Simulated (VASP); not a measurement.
Set up this calculation in VASP 6.6.1, as the native input.

```yaml
Task: single point
Functional: PBE
Potentials_or_basis: VASP PAW PBE potentials, release 64 (Ti_sv)
Cutoff: 520 eV
k_mesh: 10 × 10 × 6
Occupations: fermi-dirac, width 0.05 eV
Spin: no spin polarisation
Dipole_correction: no
Further_INCAR_settings: ALGO = Fast; EDIFF = 1e-07; NBANDS = 19
```

The structure of Ti lies in POSCAR:

```
Ti
1.0
    2.9500000000      0.0000000000      0.0000000000
   -1.4750000000      2.5547749412      0.0000000000
    0.0000000000      0.0000000000      4.6800000000
Ti
2
Direct
    0.6861620000      0.3268800000      0.7484870000
    0.3379730000      0.6729080000      0.2487300000
```

This cell differs from its parent crystal: atoms moved at random.

The input as run:

INCAR

```
SYSTEM = Ti
ALGO     = Fast           ! electronic algorithm
EDIFF    = 1E-7           ! SCF threshold, eV
ENCUT    = 520            ! plane-wave cutoff, eV
GGA      = PE             ! functional
ISIF     = 2              ! what is computed and relaxed
ISMEAR   = -1             ! smearing method
LASPH    = .TRUE.         ! aspherical terms in the spheres
LCHARG   = .FALSE.        ! write CHGCAR
LREAL    = .FALSE.        ! projectors in reciprocal space
LWAVE    = .FALSE.        ! write WAVECAR
NBANDS   = 19             ! bands
NELM     = 100            ! most SCF steps
PREC     = Accurate       ! precision mode
SIGMA    = 0.05           ! smearing width, eV
```

KPOINTS

```
k-points
0
G
  10 10 6
  0 0 0
```

Potentials or basis: VASP PAW PBE potentials, release 64 (Ti_sv).

Launch:

```bash
$ cat potpaw_PBE.64/Ti_sv/POTCAR > POTCAR
$ mpirun -np 1 vasp_std > vasp.out
```

Results of the run:

| Quantity | Value |
| --- | --- |
| Pressure | -1.7 GPa |
| Largest force | 0.107 eV/Å |
| Band gap on the k mesh | zero (band 12 reaches 8.91 eV, above the bottom of band 13 at 7.92 eV) |

Caveat: the cell differs from its parent crystal (atoms moved at random).

Run time: 14 min on 1 thread of AMD EPYC 7R43 64-Core Processor (Zen 3), with other jobs on the host, peak memory 0.24 GiB.
